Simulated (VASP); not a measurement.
A run of VASP 6.6.1 is set up as follows.

POSCAR

```
PtSe2
1.0
    3.7286503637      0.0881825811      0.0000000000
   -1.7879568265      3.1850146463      0.0000000000
    0.0000000000      0.0000000000      5.2771566385
Pt Se
1 2
Direct
    0.0000000000      0.0000000000      0.0000000000
    0.3400630707      0.6663041505      0.2464462418
    0.6599369293      0.3336958495      0.7535537582
```

The input INCAR.step1:

```
ALGO     = Normal         # electronic algorithm
EDIFF    = 1E-4           # SCF threshold, eV
ENCUT    = 520            # plane-wave cutoff, eV
GGA      = PE             # functional
ISMEAR   = -1             # smearing method
LASPH    = T              # aspherical terms in the spheres
LCHARG   = F              # write CHGCAR
LREAL    = F              # projectors in reciprocal space
LWAVE    = T              # write WAVECAR
NBANDS   = 18             # bands
NELM     = 60             # most SCF steps
PREC     = Accurate       # precision mode
SIGMA    = 0.02           # smearing width, eV
```

INCAR.step2

```
ALGO     = Normal         # electronic algorithm
EDIFF    = 1E-7           # SCF threshold, eV
ENCUT    = 520            # plane-wave cutoff, eV
ISIF     = 2              # what is computed and relaxed
ISMEAR   = -1             # smearing method
ISTART   = 1            
LASPH    = T              # aspherical terms in the spheres
LCHARG   = F              # write CHGCAR
LMIXTAU  = T            
LREAL    = F              # projectors in reciprocal space
LWAVE    = F              # write WAVECAR
METAGGA  = R2SCAN         # meta-GGA
NBANDS   = 18             # bands
NELM     = 60             # most SCF steps
PREC     = Accurate       # precision mode
SIGMA    = 0.02           # smearing width, eV
```

KPOINTS

```
k-points
0
Gamma
  12 12 6
```

Potentials or basis: VASP PAW PBE potentials, release 64 (Pt, Se).

Launch:

```console
$ cat potpaw_PBE.64/Pt/POTCAR potpaw_PBE.64/Se/POTCAR > POTCAR
$ cp INCAR.step1 INCAR
$ mpirun -np 1 vasp_std > vasp.out
$ cp INCAR.step2 INCAR
$ mpirun -np 1 vasp_std > vasp.out
```

Q: Estimate the pressure.

A: 1.5 GPa.

Q: Estimate the largest force.

A: 0.026 eV/Å.

Q: Predict the band gap on the k mesh.

A: Zero (bands 11 and 12 overlap by 0.13 eV).

Forces on the atoms (eV/Å):
```
Pt   0.000  0.000  0.000
Se   0.008  0.003 -0.024
Se  -0.008 -0.003  0.024
```

Caveat: the cell differs from its parent crystal (shear xy strain +4.7%); the PAW data sets were made with another functional, which shifts forces and pressure a little; spin-orbit coupling is left out, which moves the levels of the heavy elements.
